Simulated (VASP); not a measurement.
Wanted: the native input for a VASP 6.6.1 run.

| Quantity | Value |
| --- | --- |
| Task | density of states |
| Functional | LDA |
| Potentials or basis | VASP PAW LDA potentials, release 64 (Li_sv, S) |
| Cutoff | 650 eV |
| k mesh | 7 × 7 × 7 |
| Occupations | fermi-dirac, width 0.02 eV |
| Spin | no spin polarisation |
| Dipole correction | no |
| k mesh for the DOS | 11 × 11 × 11 |
| Occupations for the DOS | tetrahedron |
| Further INCAR settings | ALGO = Normal; EDIFF = 1e-06; NBANDS = 13 |

Li2S:

```
Li S
1.0
     0.00000    2.85400    2.85400
     2.85400    0.00000    2.85400
     2.85400    2.85400    0.00000
Li S
2 1
Direct
  0.25000 0.25000 0.25000
  0.75000 0.75000 0.75000
  0.00000 0.00000 0.00000
```

These files were run (other wordings do the same):

POSCAR

```
Li2S
1.0
    0.0000000000      2.8540000000      2.8540000000
    2.8540000000      0.0000000000      2.8540000000
    2.8540000000      2.8540000000      0.0000000000
Li S
2 1
Direct
    0.2500000000      0.2500000000      0.2500000000
    0.7500000000      0.7500000000      0.7500000000
    0.0000000000      0.0000000000      0.0000000000
```

INCAR.step1

```
SYSTEM = Li2S
PREC = Accurate ; ENCUT = 650
EDIFF = 1E-6 ; ISMEAR = -1
SIGMA = 0.02 ; LREAL = .FALSE.
LASPH = .TRUE. ; NELM = 120
ALGO = Normal ; ISIF = 2
LWAVE = .FALSE. ; LCHARG = .TRUE.
NBANDS = 13 ; GGA_COMPAT = .FALSE.
NEDOS = 2001 ; LORBIT = 11
```

KPOINTS.step1

```
Automatic mesh
0
G
  7 7 7
  0 0 0
```

INCAR.step2

```
SYSTEM = Li2S
PREC = Accurate ; ENCUT = 650
EDIFF = 1E-6 ; ISMEAR = -5
SIGMA = 0.02 ; LREAL = .FALSE.
LASPH = .TRUE. ; NELM = 120
ALGO = Normal ; ISIF = 2
LWAVE = .FALSE. ; LCHARG = .FALSE.
LORBIT = 11 ; NBANDS = 13
NEDOS = 2001 ; ICHARG = 11
GGA_COMPAT = .FALSE.
```

KPOINTS.step2

```
Automatic mesh
0
G
  11 11 11
  0 0 0
```

Potentials or basis: VASP PAW LDA potentials, release 64 (Li_sv, S).

Run with:

```sh
$ cat potpaw_LDA.64/Li_sv/POTCAR potpaw_LDA.64/S/POTCAR > POTCAR
$ cp INCAR.step1 INCAR
$ cp KPOINTS.step1 KPOINTS
$ mpirun -np 1 vasp_std > vasp.out
$ cp INCAR.step2 INCAR
$ cp KPOINTS.step2 KPOINTS
$ mpirun -np 1 vasp_std > vasp.out
```

Results of the run:

```json
{
  "Valence electrons inside the program's atomic spheres": "Li 2.09; S 3.77"
}
```

It took 84 s on 1 thread of Intel Xeon 8259CL (shared host), peak memory 0.18 GiB.
